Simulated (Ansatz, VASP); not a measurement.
# AlCo: VASP beside Ansatz

```xyz
2
Lattice="2.8226 0.0000 0.0000 0.0000 2.8226 0.0000 0.0000 0.0000 2.8226" Properties=species:S:1:pos:R:3 pbc="T T T"
Al    0.0000    0.0000    0.0000
Co    1.4113    1.4113    1.4113
```

Alike in both runs: functional PBEsol; k mesh 14 × 14 × 14; occupations gaussian, width 0.1 eV; no spin polarisation.

Ansatz relaxed the structure, and its values are those at the end. VASP's run is a single point on that final structure, the one shown.

|  | VASP | Ansatz |
| --- | --- | --- |
| version | VASP 6.6.1 | Ansatz 0.2.0 |
| potentials or method | VASP PAW PBE potentials, release 64 (Al, Co), cutoff 520 eV | scalar-relativistic, plane waves, PAW |
| valence electrons in the cell | 12 | 20 |

Ansatz gave:

- gap on the k mesh at the Fermi level (eV): none
- pressure (GPa): 0.0

**Question.** Which values does VASP return?

**Answer.** gap on the k mesh at the Fermi level (eV): none; pressure (GPa): 0.1.

VASP's potentials were made for PBE, not for PBEsol. A gap of «none» marks a metal or a gap that the smearing closes. VASP's potentials hold 12 valence electrons a cell and Ansatz's 20, so a difference there can come from the potentials and not from the codes.
